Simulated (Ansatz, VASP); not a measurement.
Given: the input of a run of Ansatz 0.2.0 on GaN.

input.yaml

```yaml
crystal:
  lattice:
    - [3.2328068684, 0.0, 0.0]
    - [-1.6164034342, 2.7996928736, 0.0]
    - [0.0, 0.0, 10.4254303433]
  atoms:
    - { symbol: Ga, position: [0.0, 0.0, 0.785868] }
    - { symbol: Ga, position: [0.6666666667, 0.3333333333, 0.037349] }
    - { symbol: Ga, position: [0.3333333333, 0.6666666667, 0.537349] }
    - { symbol: Ga, position: [0.0, 0.0, 0.285868] }
    - { symbol: "N", position: [0.0, 0.0, 0.093038] }
    - { symbol: "N", position: [0.6666666667, 0.3333333333, 0.343745] }
    - { symbol: "N", position: [0.0, 0.0, 0.593038] }
    - { symbol: "N", position: [0.3333333333, 0.6666666667, 0.843745] }
hamiltonian:
  xc: pbesol
  pseudopotentials: { kind: paw }
kpoints:
  mp_grid: { grid: [10, 10, 3] }
scf:
  occupations: { method: fermi_dirac, width: 0.05 }
output:
  forces: true
  stress: true
  eigenvalues: true
```

Potentials or basis: Ansatz PAW.

Run with:

```sh
$ ansatz run input.yaml --threads 4 --pin off --max-ram 11264MiB --backend cpu --events-out ev --progress --plain --runs-dir out
```

Q: Translate it to VASP 6.6.1. Potentials there: VASP PAW PBE potentials, release 64 (Ga_d, N).

A: As run (the cutoff follows the program's own potentials):

Contents of INCAR:

```
ALGO = Normal ; EDIFF = 1E-6
ENCUT = 520 ; GGA = PS
ISIF = 2 ; ISMEAR = -1
LASPH = T ; LCHARG = F
LREAL = F ; LWAVE = F
NBANDS = 46 ; NELM = 100
PREC = Accurate ; SIGMA = 0.05
```

The input KPOINTS:

```
k-points
0
Gamma
  10 10 3
```

File POSCAR:

```
GaN
1.0
    3.2328068684      0.0000000000      0.0000000000
   -1.6164034342      2.7996928736      0.0000000000
    0.0000000000      0.0000000000     10.4254303433
Ga N
4 4
Direct
    0.0000000000      0.0000000000      0.7858680000
    0.6666666667      0.3333333333      0.0373490000
    0.3333333333      0.6666666667      0.5373490000
    0.0000000000      0.0000000000      0.2858680000
    0.0000000000      0.0000000000      0.0930380000
    0.6666666667      0.3333333333      0.3437450000
    0.0000000000      0.0000000000      0.5930380000
    0.3333333333      0.6666666667      0.8437450000
```

Potentials or basis: VASP PAW PBE potentials, release 64 (Ga_d, N).

Run with:

```sh
$ cat potpaw_PBE.64/Ga_d/POTCAR potpaw_PBE.64/N/POTCAR > POTCAR
$ mpirun -np 1 vasp_std > vasp.out
```

Both were run:

|  | VASP | Ansatz | Ansatz less VASP |
| --- | --- | --- | --- |
| gap on the k mesh at the Fermi level (eV) | 0.65 | 0.64 | -0.009 |
| least direct gap on the mesh (eV) | 0.65 | 0.64 | -0.009 |
| pressure (GPa) | -9.2 | -9.1 | +0.13 |
| traceless stress, the component that is largest in VASP (GPa) | 6.39 | 6.36 | -0.032 |
| rms of the force components (eV/Å) | 0.080 | 0.078 | -0.0028 |

VASP's potentials were made for PBE, not for PBEsol. Atom by atom the forces differ by 0.007 eV/Å (rms over components). The functional is the same, so the differences come from potentials, cutoffs and numerics.

Noted on Ansatz's run: odd divisions of the mesh miss points on the zone boundary, where band edges often lie, so the gap on the mesh can be too wide.
